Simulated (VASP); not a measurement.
# Mn (P6_3/mmc) in VASP: further runs

Mn is run at these levels: RPBE; tasks: single point.

Program: VASP 6.6.1. These are calculated values, not measurements. Logs are shortened: lines on timing, memory, paths and dates and some standing lists are left out, and cuts for length are marked.

**1. The cell of the first run**

Symmetry: P6_3/mmc, No. 194, hexagonal system. The conventional cell has a = 2.497 Å, b = 2.497 Å, c = 4.045 Å, α = 90.00°, β = 90.00°, γ = 120.00°. Mn (site symmetry -6m2) has 12 Mn at 2.48 to 2.50 Å within 3.3 Å.

This isn't the form of Mn at room conditions, which is a 58-atom cubic cell.

**2. Single point, RPBE, collinear spin, ferromagnetic start**

File INCAR:

```
SYSTEM = Mn
PREC     = Accurate       ! precision mode
ENCUT    = 520            ! plane-wave cutoff, eV
EDIFF    = 1E-7           ! SCF threshold, eV
ISMEAR   = -1             ! smearing method
SIGMA    = 0.05           ! smearing width, eV
LREAL    = .False.        ! projectors in reciprocal space
LASPH    = .True.         ! aspherical terms in the spheres
NELM     = 150            ! most SCF steps
ALGO     = Normal         ! electronic algorithm
ISIF     = 2              ! what is computed and relaxed
LWAVE    = .False.        ! write WAVECAR
LCHARG   = .True.         ! write CHGCAR
ISPIN    = 2              ! spin polarisation
MAGMOM   = 3 3            ! initial moments
LORBIT   = 11             ! projections on sites
LMAXMIX  = 4              ! l up to which the mixer works
GGA      = RP             ! functional
LELF     = .True.         ! ELF
LVHAR    = .True.       
NBANDS   = 24             ! bands
```

File KPOINTS:

```
regular mesh
0
Gamma
  14 14 8
  0 0 0
```

File POSCAR:

```
Mn
1.0
    2.4974976302      0.0000000000      0.0000000000
   -1.2487488151      2.1628963937      0.0000000000
    0.0000000000      0.0000000000      4.0446465538
Mn
2
Direct
    0.3333333333      0.6666666667      0.2500000000
    0.6666666667      0.3333333333      0.7500000000
```

Potentials or basis: VASP PAW PBE potentials, release 64 (Mn_pv).

Command:

```console
$ cat potpaw_PBE.64/Mn_pv/POTCAR > POTCAR
$ mpirun -np 1 vasp_std > vasp.out
```

OUTCAR:

```text
SYSTEM = Mn
   PREC = Accurate
   ENCUT = 520
   EDIFF = 1E-7
   ISMEAR = -1
   LREAL = .False.
   LASPH = .True.
   NELM = 150
   ISIF = 2
   ISPIN = 2
   LORBIT = 11
   GGA = RP

 ion  position               nearest neighbor table
   1  0.333  0.667  0.250-   2 2.48   2 2.48   2 2.48   2 2.48   2 2.48   2 2.48
   2  0.667  0.333  0.750-   1 2.48   1 2.48   1 2.48   1 2.48   1 2.48   1 2.48

  LATTYP: Found a hexagonal cell.
 ALAT       =     2.4974976302
 C/A-ratio  =     1.6194796363

  Lattice vectors:

 A1 = (   2.4974976302,   0.0000000000,   0.0000000000)
 A2 = (  -1.2487488151,   2.1628963937,   0.0000000000)
 A3 = (   0.0000000000,   0.0000000000,   4.0446465538)

Analysis of symmetry for initial positions (statically):
=====================================================================
 Subroutine PRICEL returns:
 Original cell was already a primitive cell.

 Routine SETGRP: Setting up the symmetry group for a
 hexagonal supercell.

 Subroutine GETGRP returns: Found 24 space group operations
 (whereof 12 operations were pure point group operations)
 out of a pool of 24 trial point group operations.

The static configuration has the point symmetry D_3d.
 The point group associated with its full space group is D_6h.

Analysis of symmetry for dynamics (positions and initial velocities):
=====================================================================
 Subroutine PRICEL returns:
 Original cell was already a primitive cell.

 Routine SETGRP: Setting up the symmetry group for a
 hexagonal supercell.

 Subroutine GETGRP returns: Found 24 space group operations
 (whereof 12 operations were pure point group operations)
 out of a pool of 24 trial point group operations.

The dynamic configuration has the point symmetry D_3d.
 The point group associated with its full space group is D_6h.

Analysis of structural, dynamic, and magnetic symmetry:
=====================================================================
 Subroutine PRICEL returns:
 Original cell was already a primitive cell.

 Routine SETGRP: Setting up the symmetry group for a
 hexagonal supercell.

 Subroutine GETGRP returns: Found 24 space group operations
 (whereof 12 operations were pure point group operations)
 out of a pool of 24 trial point group operations.

The overall configuration has the point symmetry D_3d.
 The point group associated with its full space group is D_6h.

 Subroutine INISYM returns: Found 24 space group operations
 (whereof 12 operations are pure point group operations),
 and found     1 'primitive' translations

----------------------------------------------------------------------------------------

                                     Primitive cell

  volume of cell :      21.8485

  direct lattice vectors                    reciprocal lattice vectors
     2.497497630  0.000000000  0.000000000     0.400400780  0.231171498  0.000000000
    -1.248748815  2.162896394  0.000000000     0.000000000  0.462342997  0.000000000
     0.000000000  0.000000000  4.044646554     0.000000000  0.000000000  0.247240392

  length of vectors
     2.497497630  2.497497630  4.044646554     0.462342997  0.462342997  0.247240392

  position of ions in fractional coordinates (direct lattice)
     0.333333333  0.666666667  0.250000000
     0.666666667  0.333333333  0.750000000

  ion indices of the primitive-cell ions
   primitive index   ion index
                 1           1
                 2           2

----------------------------------------------------------------------------------------

 KPOINTS: regular mesh

Automatic generation of k-mesh.
 Grid dimensions read from file:
 generate k-points for:   14   14    8

 Generating k-lattice:

  Cartesian coordinates                     Fractional coordinates (reciprocal lattice)
     0.028600056  0.016512250  0.000000000     0.071428571  0.000000000  0.000000000
     0.000000000  0.033024500  0.000000000     0.000000000  0.071428571  0.000000000
     0.000000000  0.000000000  0.030905049     0.000000000  0.000000000  0.125000000

  Length of vectors
     0.033024500  0.033024500  0.030905049

  Shift w.r.t. Gamma in fractional coordinates (k-lattice)
     0.000000000  0.000000000  0.000000000

 Subroutine IBZKPT returns following result:
 ===========================================

 Found    120 irreducible k-points:

 Following reciprocal coordinates:
            Coordinates               Weight
  0.000000  0.000000  0.000000      1.000000
  0.071429  0.000000  0.000000      6.000000
  0.142857 -0.000000  0.000000      6.000000
  0.214286  0.000000  0.000000      6.000000
  0.285714  0.000000  0.000000      6.000000
  0.357143  0.000000  0.000000      6.000000
[... 16 lines left out ...]
  0.285714  0.285714  0.000000      6.000000
  0.357143  0.285714  0.000000      6.000000
 [... further k-points ...]
   k-points           NKPTS =    120   k-points in BZ     NKDIM =    120   number of bands    NBANDS=     24
   number of dos      NEDOS =    301   number of ions     NIONS =      2
   total plane-waves  NPLWV =  12000
   dimension x,y,z NGX =    20 NGY =   20 NGZ =   30
   dimension x,y,z NGXF=    40 NGYF=   40 NGZF=   60
   ions per type =               2
   NGX,Y,Z   is equivalent  to a cutoff of  13.31, 13.31, 12.33 a.u.
   NGXF,Y,Z  is equivalent  to a cutoff of  26.63, 26.63, 24.66 a.u.
 SYSTEM =  Mn
   PREC   = accura    normal or accurate (medium, high low for compatibility)
   ISTART =      0    job   : 0-new  1-cont  2-samecut
   ICHARG =      2    charge: 1-file 2-atom 10-const
   ISPIN  =      2    spin polarized calculation?
   LNONCOLLINEAR =      F non collinear calculations
   LSORBIT =      F    spin-orbit coupling
   LASPH  =      T    aspherical Exc in radial PAW
   ENCUT  =  520.0 eV  38.22 Ry    6.18 a.u.   4.64  4.64  7.52*2*pi/ulx,y,z
   NELM   =    150;   NELMIN=  2; NELMDL= -5     # of ELM steps
   EDIFF  = 0.1E-06   stopping-criterion for ELM
   LREAL  =      F    real-space projection
   EDIFFG = 0.1E-05   stopping-criterion for IOM
   NSW    =      0    number of steps for IOM
   IBRION =     -1    ionic relax: 0-MD 1-quasi-New 2-CG
   NFREE  =      0    steps in history (QN), initial steepest desc. (CG)
   ISIF   =      2    stress and relaxation
   ISYM   =      2    0-nonsym 1-usesym 2-fastsym
   POTIM  = 0.5000    time-step for ionic-motion
   TEBEG  =    0.0;   TEEND  =   0.0 temperature during run
   PSTRESS=    0.0 pullay stress
   NELECT =      26.0000    total number of electrons
   NUPDOWN=      -1.0000    fix difference up-down
   EMIN   =  10.00;   EMAX   =-10.00  energy-range for DOS
   EFERMI =   0.00;   METHOD = LEGACY
   ISMEAR =    -1;   SIGMA  =   0.05  broadening in eV -4-tet -1-fermi 0-gaus
   EFERMI_NEDOS =   21; number of points for ismear=-14 and -15
   IALGO  =     38    algorithm
   IMIX   =      4    mixing-type and parameters
     AMIX     =   0.40;   BMIX     =  1.00
     AMIX_MAG =   1.60;   BMIX_MAG =  1.00
  volume/ion in A,a.u.               =      10.92        73.72
  Fermi-wavevector in a.u.,A,eV,Ry     =   1.734838  3.278368 40.948930  3.009661
  Thomas-Fermi vector in A             =   2.808557
   LORBIT       =     11    0 simple, 1 ext, 2 COOP (PROOUT), +10 PAW based schemes
   GGA     = RP    functional components
   LHFCALC =     F    Hartree Fock is set to
   AEXX    =    0.0000 exact exchange contribution
   IVDW    =     0    specifies the selected vdW correction
   LEPSILON=     F    determine dielectric tensor
   LRPA    =     F    only Hartree local field effects (RPA)
 spin polarized calculation
  energy-cutoff  :      520.00
  volume of cell :       21.85
 maximum number of plane-waves:       604
 NGX is ok and might be reduce to    20
   NGX =  9   NGY =  9   NGZ = 15

 number of electron      26.0000032 magnetization      -0.0032363

 number of electron      26.0000032 magnetization       0.0003883

 Free energy of the ion-electron system (eV)
  ---------------------------------------------------
  ext. energy  EPLUGINS =         0.00000000
  ---------------------------------------------------
  free energy    TOTEN  =       -16.79684259 eV

  energy without entropy =      -16.77436140  energy(sigma->0) =      -16.78560199

 E-fermi :  10.2525     XC(G=0): -13.7982

 val. band max:       10.2490634810   @ k =   0.2857   0.2143   0.5000
 cond. band min:      10.2584149955   @ k =   0.2857   0.0000   0.5000
 fundamental gap:      0.0093515146
 Fermi energy:        10.2525165607

 spin component 1

 k-point     1 :       0.0000    0.0000    0.0000
  band No.  band energies     occupation
      1     -38.0548      1.00000
      2     -37.4331      1.00000
      3     -37.4331      1.00000
      4     -37.3346      1.00000
      5     -37.3346      1.00000
      6     -37.3262      1.00000
[... 16 lines left out ...]
     23      36.3714      0.00000
     24      36.3714      0.00000

 k-point     2 :       0.0714    0.0000    0.0000
  band No.  band energies     occupation
      1     -38.0428      1.00000
      2     -37.4593      1.00000
      3     -37.4415      1.00000
      4     -37.3619      1.00000
      5     -37.3385      1.00000
      6     -37.3307      1.00000
[... 16 lines left out ...]
     23      34.5267      0.00000
     24      35.7391      0.00000
[... 565 lines left out ...]
     23      26.9233      0.00000
     24      28.4347      0.00000

 k-point    24 :       0.3571    0.2857    0.0000
  band No.  band energies     occupation
      1     -37.8710      1.00000
      2     -37.7588      1.00000
      3     -37.7483      1.00000
      4     -37.6350      1.00000
      5     -37.6221      1.00000
      6     -37.5767      1.00000
[... 16 lines left out ...]
     23      26.6539      0.00000
     24      27.5703      0.00000

 [... further k-points ...]

 spin component 2

 k-point     1 :       0.0000    0.0000    0.0000
  band No.  band energies     occupation
      1     -38.0546      1.00000
      2     -37.4329      1.00000
      3     -37.4329      1.00000
      4     -37.3343      1.00000
      5     -37.3343      1.00000
      6     -37.3260      1.00000
[... 16 lines left out ...]
     23      36.3715      0.00000
     24      36.3715      0.00000

 k-point     2 :       0.0714    0.0000    0.0000
  band No.  band energies     occupation
      1     -38.0426      1.00000
      2     -37.4591      1.00000
      3     -37.4413      1.00000
      4     -37.3617      1.00000
      5     -37.3383      1.00000
      6     -37.3305      1.00000
[... 16 lines left out ...]
     23      34.5268      0.00000
     24      35.7391      0.00000
[... 565 lines left out ...]
     23      26.9234      0.00000
     24      28.4348      0.00000

 k-point    24 :       0.3571    0.2857    0.0000
  band No.  band energies     occupation
      1     -37.8708      1.00000
      2     -37.7586      1.00000
      3     -37.7481      1.00000
      4     -37.6348      1.00000
      5     -37.6219      1.00000
      6     -37.5765      1.00000
[... 16 lines left out ...]
     23      26.6540      0.00000
     24      27.5704      0.00000

 [... further k-points ...]

------------------------ aborting loop because EDIFF is reached ----------------------------------------

  FORCE on cell =-STRESS in cart. coord.  units (eV):
  Direction    XX          YY          ZZ          XY          YZ          ZX
  --------------------------------------------------------------------------------------
  -------------------------------------------------------------------------------------
  Total        0.0194574      0.0194574     -0.0099889      0.0000000     -0.0000000      0.0000000
  in kB        1.4268382      1.4268382     -0.7324952      0.0000000     -0.0000000      0.0000000
  external PRESSURE =       0.7070604 kB  Pullay stress =       0.0000000 kB

 VOLUME and BASIS-vectors are now :
 -----------------------------------------------------------------------------
  energy-cutoff  :      520.00
  volume of cell :       21.85
      direct lattice vectors                 reciprocal lattice vectors
     2.497497630  0.000000000  0.000000000     0.400400780  0.231171498  0.000000000
    -1.248748815  2.162896394  0.000000000     0.000000000  0.462342997  0.000000000
     0.000000000  0.000000000  4.044646554     0.000000000  0.000000000  0.247240392

 POSITION                                       TOTAL-FORCE (eV/Angst)
 -----------------------------------------------------------------------------------
     -0.00000      1.44193      1.01116        -0.000000      0.000000      0.000000
      1.24875      0.72097      3.03348         0.000000     -0.000000      0.000000
 -----------------------------------------------------------------------------------
    total drift:                               -0.000000      0.000000     -0.000000

  FREE ENERGIE OF THE ION-ELECTRON SYSTEM (eV)
  ---------------------------------------------------
  free  energy   TOTEN  =       -16.7968425911 eV

  energy  without entropy=      -16.7743613961  energy(sigma->0) =      -16.78560199

 total charge

# of ion       s       p       d       tot
------------------------------------------
    1        0.419   6.388   5.137  11.944
    2        0.419   6.388   5.137  11.944
--------------------------------------------------
tot          0.837  12.777  10.274  23.888

 magnetization (x)

# of ion       s       p       d       tot
------------------------------------------
    1       -0.000   0.000   0.000   0.000
    2       -0.000   0.000   0.000   0.000
--------------------------------------------------
tot         -0.000   0.000   0.000   0.000
```

It took 53 s on 1 thread of Intel Xeon 6975P-C (Granite Rapids), shared host; peak memory 0.2 GiB.

Results:

```
Free energy                                           : -16.7968 eV
Pressure                                              : 0.1 GPa
Band gap on the k mesh                                : zero (filled and empty bands overlap)
Net moment                                            : 0.00 μB per cell
Valence electrons inside the program's atomic spheres : Mn 11.94
```

Caveat: the PAW data sets were made with another functional, which shifts forces and pressure a little.

**3. Single point, RPBE, collinear spin, antiferromagnetic start (9.61 Å³/atom)**

This run uses another cell than the first one, of 9.61 Å³/atom.

File INCAR:

```
SYSTEM = Mn
PREC     = Accurate       ! precision mode
ENCUT    = 520            ! plane-wave cutoff, eV
EDIFF    = 1E-6           ! SCF threshold, eV
ISMEAR   = -1             ! smearing method
SIGMA    = 0.05           ! smearing width, eV
LREAL    = .FALSE.        ! projectors in reciprocal space
LASPH    = .TRUE.         ! aspherical terms in the spheres
NELM     = 150            ! most SCF steps
ALGO     = Normal         ! electronic algorithm
ISIF     = 2              ! what is computed and relaxed
LWAVE    = .FALSE.        ! write WAVECAR
LCHARG   = .FALSE.        ! write CHGCAR
ISPIN    = 2              ! spin polarisation
MAGMOM   = -0.699 0.699   ! initial moments
LORBIT   = 11             ! projections on sites
LMAXMIX  = 4              ! l up to which the mixer works
GGA      = RP             ! functional
NBANDS   = 24             ! bands
```

File KPOINTS:

```
regular mesh
0
G
  16 16 9
  0 0 0
```

File POSCAR:

```
Mn
1.0
    2.3933119477      0.0000000000      0.0000000000
   -1.1966559738      2.0726689459      0.0000000000
    0.0000000000      0.0000000000      3.8759199625
Mn
2
Direct
    0.3333333333      0.6666666667      0.2500000000
    0.6666666667      0.3333333333      0.7500000000
```

Potentials or basis: VASP PAW PBE potentials, release 64 (Mn_pv).

Command:

```console
$ cat potpaw_PBE.64/Mn_pv/POTCAR > POTCAR
$ mpirun -np 1 vasp_std > vasp.out
```

Wall time 69 s (1 thread of Intel Xeon 6975P-C (Granite Rapids), shared host); peak memory 0.21 GiB.

It converged, with:

* Free energy: -16.4673 eV
* Pressure: 45.1 GPa
* Band gap on the k mesh: zero (filled and empty bands overlap)
* Net moment: 0.00 μB per cell
* Valence electrons inside the program's atomic spheres: Mn 12.23

Stress tensor (GPa, compression positive):
```
45.28  0.00  0.00
 0.00 45.28  0.00
 0.00  0.00 44.70
```

Levels at points of the mesh, in eV from the Fermi level:
Spin up:
| k point | band 10 | band 11 | band 12 | band 13 | band 14 | band 15 | band 16 | band 17 |
| --- | --- | --- | --- | --- | --- | --- | --- | --- |
| (0.00, 0.00, 0.00) | -1.12 | -1.12 | -0.56 | -0.56 | 0.05 | 0.05 | 0.92 | 1.87 |
| (0.50, 0.00, 0.00) | -1.41 | -1.36 | -1.07 | -0.47 | 2.13 | 2.30 | 2.38 | 4.15 |
Spin down:
| k point | band 10 | band 11 | band 12 | band 13 | band 14 | band 15 | band 16 | band 17 |
| --- | --- | --- | --- | --- | --- | --- | --- | --- |
| (0.00, 0.00, 0.00) | -1.12 | -1.12 | -0.56 | -0.56 | 0.05 | 0.05 | 0.92 | 1.87 |
| (0.50, 0.00, 0.00) | -1.41 | -1.36 | -1.07 | -0.47 | 2.13 | 2.30 | 2.38 | 4.15 |

Caveat: the cell stands under pressure; the PAW data sets were made with another functional, which shifts forces and pressure a little.

**4. Single point, RPBE, collinear spin, antiferromagnetic start (10.05 Å³/atom)**

This run uses another cell than the first one, of 10.05 Å³/atom.

File INCAR:

```
SYSTEM = Mn
PREC     = Accurate       ! precision mode
ENCUT    = 520            ! plane-wave cutoff, eV
EDIFF    = 1E-7           ! SCF threshold, eV
ISMEAR   = -1             ! smearing method
SIGMA    = 0.05           ! smearing width, eV
LREAL    = .False.        ! projectors in reciprocal space
LASPH    = .True.         ! aspherical terms in the spheres
NELM     = 150            ! most SCF steps
ALGO     = Normal         ! electronic algorithm
ISIF     = 2              ! what is computed and relaxed
LWAVE    = .False.        ! write WAVECAR
LCHARG   = .False.        ! write CHGCAR
ISPIN    = 2              ! spin polarisation
MAGMOM   = -0.699 0.699   ! initial moments
LORBIT   = 11             ! projections on sites
LMAXMIX  = 4              ! l up to which the mixer works
GGA      = RP             ! functional
NBANDS   = 24             ! bands
```

File KPOINTS:

```
regular mesh
0
Gamma
  16 16 9
  0 0 0
```

File POSCAR:

```
Mn
1.0
    2.4290382887      0.0000000000      0.0000000000
   -1.2145191443      2.1036088648      0.0000000000
    0.0000000000      0.0000000000      3.9337780442
Mn
2
Direct
    0.3333333333      0.6666666667      0.2500000000
    0.6666666667      0.3333333333      0.7500000000
```

Command:

```console
$ cat potpaw_PBE.64/Mn_pv/POTCAR > POTCAR
$ mpirun -np 1 vasp_std > vasp.out
```

It took 2 min on 1 thread of Intel Xeon 6975P-C (Granite Rapids), shared host; peak memory 0.2 GiB.

The run converged. Its results:

* Free energy: -16.6613 eV
* Pressure: 26.6 GPa
* Band gap on the k mesh: zero (filled and empty bands overlap)
* Net moment: 0.00 μB per cell
* Valence electrons inside the program's atomic spheres: Mn 12.12

Stress tensor (GPa, compression positive):
```
26.73  0.00  0.00
 0.00 26.73  0.00
 0.00  0.00 26.28
```

Levels at points of the mesh, in eV from the Fermi level:
Spin up:
```tsv
k point	band 11	band 12	band 13	band 14	band 15	band 16
(0.00, 0.00, 0.00)	-1.04	-0.52	-0.52	0.05	0.05	0.82
(0.50, 0.00, 0.00)	-1.27	-1.01	-0.45	2.00	2.16	2.23
```
Spin down:
```
           k point  band 11  band 12  band 13  band 14  band 15  band 16
(0.00, 0.00, 0.00)    -1.04    -0.52    -0.52     0.05     0.05     0.82
(0.50, 0.00, 0.00)    -1.27    -1.01    -0.45     2.00     2.16     2.23
```

Caveat: the cell stands under pressure; the PAW data sets were made with another functional, which shifts forces and pressure a little.
